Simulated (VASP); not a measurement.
A run of VASP 6.6.1 is set up as follows.

File INCAR:

```
SYSTEM = AlH5
PREC = Accurate
ENCUT = 600
EDIFF = 1E-6
ISMEAR = 0
SIGMA = 0.1
LREAL = .FALSE.
LASPH = .TRUE.
NELM = 100
ALGO = Normal
ISIF = 3
LWAVE = .FALSE.
LCHARG = .FALSE.
GGA = PE
IBRION = 2
NSW = 100
EDIFFG = -0.01
```

File KPOINTS:

```
Automatic mesh
0
G
  12 12 12
  0 0 0
```

The input POSCAR:

```
AlH5
1.0
    3.4447838972      0.0000000000      0.0000000000
    0.0000000000      3.4447838972      0.0000000000
    0.0000000000      0.0000000000      3.4447838972
Al H
1 5
Direct
    0.5000000000      0.5000000000      0.5000000000
    0.2173416667      0.2173416667      0.2173416667
    0.7826583333      0.7826583333      0.2173416667
    0.7826583333      0.2173416667      0.7826583333
    0.2173416667      0.7826583333      0.7826583333
    0.0000000000      0.0000000000      0.0000000000
```

Potentials or basis: VASP PAW PBE potentials, release 64 (Al, H).

The run is started by

```sh
$ cat potpaw_PBE.64/Al/POTCAR potpaw_PBE.64/H/POTCAR > POTCAR
$ mpirun -np 1 vasp_std > vasp.out
```

Task: Estimate the relaxed volume.

Result: 6.81 Å³/atom.

Task: Estimate the space group after relaxing (to 0.1 Å).

Result: P-43m (No. 215).

Task: Predict the relaxed cell.

Result: a = 3.444 Å, b = 3.444 Å, c = 3.444 Å, α = 90.00°, β = 90.00°, γ = 90.00°.

Step by step:
| step | energy change (eV) | largest force (eV/Å) | pressure (GPa) | volume (Å³) |
| --- | --- | --- | --- | --- |
| 1 | 0.0000 | 0.0256 | -0.14 | 40.88 |
| 2 | -0.0001 | 0.0083 | -0.03 | 40.84 |
